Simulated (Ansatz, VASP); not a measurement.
# Two plane-wave programs on Cr

```
CELL_PARAMETERS angstrom
2.93975 0.00000 0.00000
0.00000 2.93975 0.00000
0.00000 0.00000 2.93975
ATOMIC_POSITIONS crystal
Cr 0.00000 0.00000 0.00000
Cr 0.50000 0.50000 0.50000
```

Alike in both runs: task single point; functional PBE; k mesh 18 × 18 × 18; occupations fermi-dirac, width 0.05 eV; collinear spin.

|  | VASP | Ansatz |
| --- | --- | --- |
| version | VASP 6.6.1 | Ansatz 0.2.0 |
| potentials or method | VASP PAW PBE potentials, release 64 (Cr_pv), cutoff 520 eV | plane waves (420 eV) with PAW, scalar-relativistic |
| valence electrons in the cell | 24 | 28 |

VASP gave:

| Property | Result |
| --- | --- |
| pressure (GPa) | -10.6 |
| net moment per atom (μB) | 0.00 |
| size of the moment on the site where the two differ most (μB) | 1.63 |

Problem. What did Ansatz give for the same quantities?

Solution. Pressure (GPa): -10.8; net moment per atom (μB): 0.00; size of the moment on the site where the two differ most (μB): 1.51.

Site moments also hang on the region over which each program counts them. VASP's potentials hold 24 valence electrons a cell and Ansatz's 28, so a difference there can come from the potentials and not from the codes.
